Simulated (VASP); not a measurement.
# Cu: single point with PBE

System: Cu, a sheet with vacuum.

```xyz
2
Lattice="3.9527 0.0000 0.0000 -1.9764 3.4232 0.0000 0.0000 0.0000 23.8000" Properties=species:S:1:pos:R:3 pbc="T T T"
Cu    1.9764    1.1411    7.0000
Cu    0.0000    2.2821    7.0000
```

The cell was built from a structure type or drawn by symmetry, and may not be a known phase.

```
Program                : VASP 6.6.1
Task                   : single point
Functional             : PBE
Potentials or basis    : VASP PAW PBE potentials, release 64 (Cu)
Cutoff                 : 520 eV
k mesh                 : 6 × 6 × 1
Occupations            : gaussian, width 0.1 eV
Spin                   : no spin polarisation
Dipole correction      : yes
Further INCAR settings : ALGO = Fast; EDIFF = 1e-06; NBANDS = 18
```

```yaml
Band_gap_on_the_k_mesh: zero (bands 11 and 12 overlap by 0.19 eV)
```

Levels at points of the mesh, in eV from the Fermi level:
| k point | band 9 | band 10 | band 11 | band 12 | band 13 | band 14 |
| --- | --- | --- | --- | --- | --- | --- |
| (0.00, 0.00, 0.00) | -1.20 | -1.20 | -1.13 | 1.29 | 4.52 | 4.98 |
| (0.50, 0.00, 0.00) | -1.07 | -1.05 | -0.56 | -0.03 | 4.31 | 4.54 |

Wall time 43 s on 1 thread of Intel(R) Xeon(R) 6975P-C (Granite Rapids), on a shared host, peak memory 0.39 GiB.
